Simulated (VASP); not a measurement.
Ni:

```
Ni
1.0
     0.00000    1.73757    1.73757
     1.73757    0.00000    1.73757
     1.73757    1.73757    0.00000
Ni
1
Cartesian
  0.0000 0.0000 0.0000
```

Base run:

- Program: VASP 6.6.1
- Functional: PBEsol
- Potentials or basis: VASP PAW PBE potentials, release 64 (Ni)
- Cutoff: 520 eV
- k mesh: 11 × 11 × 11
- Occupations: fermi-dirac, width 0.05 eV
- Spin: collinear spin, ferromagnetic start
- Starting moments: [1.5] μB
- Fixed moment: 1.5 μB

Its results: pressure 10.6 GPa; site moments Ni +1.45 μB.

Problem. The run is repeated on the same cell with these changes: functional from PBEsol to PBE; further incar settings from ALGO = Normal; EDIFF = 1e-06; NBANDS = 15 to ALGO = Normal; EDIFF = 1e-07; NBANDS = 15. What comes out?

Solution. Pressure 21.0 GPa; site moments Ni +1.45 μB.

Caveats: the total moment is fixed, so each spin has its own Fermi level; the PAW data sets were made with another functional, which shifts forces and pressure a little (some runs).
